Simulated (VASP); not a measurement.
The system is CaO (Lime).

```xyz
2
Lattice="0.0000 2.4065 2.4065 2.4065 0.0000 2.4065 2.4065 2.4065 0.0000" Properties=species:S:1:pos:R:3 pbc="T T T"
Ca    0.0000    0.0000    0.0000
O     2.4065    2.4065    2.4065
```

```yaml
Program: VASP 6.6.1
Task: relaxation of cell and atoms
Functional: RPBE
Potentials_or_basis: VASP PAW PBE potentials, release 64 (Ca_sv, O)
Cutoff: 600 eV
k_mesh: 6 × 6 × 6
Occupations: fermi-dirac, width 0.01 eV
Spin: no spin polarisation
```

At the start: pressure 5.4 GPa; volume 13.94 Å³/atom.

Problem. How do energy, volume and symmetry change on relaxing?

Solution. Over 3 steps the energy falls by 11.9 meV/atom and the volume is 14.67 Å³/atom (+5.3 %); space group Fm-3m (No. 225, to 0.05 Å).

The path:
| step | energy change (eV) | largest force (eV/Å) | pressure (GPa) | volume (Å³) |
| --- | --- | --- | --- | --- |
| 1 | 0.0000 | 0.0000 | 5.43 | 27.87 |
| 2 | -0.0216 | 0.0000 | -1.48 | 29.82 |
| 3 | -0.0238 | 0.0000 | 0.01 | 29.34 |

Final structure:
```
Ca O
1.0
     0.00000    2.44803    2.44803
     2.44803    0.00000    2.44803
     2.44803    2.44803    0.00000
Ca O
1 1
Direct
  0.00000 0.00000 0.00000
  0.50000 0.50000 0.50000
```

Caveat: the PAW data sets were made with another functional, which shifts forces and pressure a little.
